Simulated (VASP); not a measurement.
GeW:

```
Ge W
1.0
     0.00000    2.57761    2.57761
     2.57761    0.00000    2.57761
     2.57761    2.57761    0.00000
Ge W
1 1
Direct
  0.50000 0.50000 0.50000
  0.00000 0.00000 0.00000
```

* Program: VASP 6.6.1
* Task: relaxation of cell and atoms
* Functional: revPBE
* Dispersion: D4
* Potentials or basis: VASP PAW PBE potentials, release 64 (Ge_d, W_sv)
* Cutoff: 600 eV
* k mesh: 9 × 9 × 9
* Occupations: fermi-dirac, width 0.05 eV
* Spin: no spin polarisation

At the start: pressure -4.5 GPa; volume 17.13 Å³/atom.

**Question.** Where does the relaxation end?

**Answer.** Over 3 steps the energy falls by 6.2 meV/atom and the volume is 16.70 Å³/atom (-2.5 %); space group Fm-3m (No. 225, to 0.05 Å).

Step by step:
```tsv
step	energy change (eV)	largest force (eV/Å)	pressure (GPa)	volume (Å³)
1	0.0000	0.0000	-4.48	34.25
2	0.0274	0.0000	9.05	31.93
3	-0.0124	0.0000	-0.05	33.40
```

Final structure:
```
CELL_PARAMETERS angstrom
0.00000 2.55615 2.55615
2.55615 0.00000 2.55615
2.55615 2.55615 0.00000
ATOMIC_POSITIONS crystal
Ge 0.50000 0.50000 0.50000
W 0.00000 0.00000 0.00000
```

Caveat: the PAW data sets were made with another functional, which shifts forces and pressure a little; pairwise dispersion overbinds metals, which lowers pressure and volume.
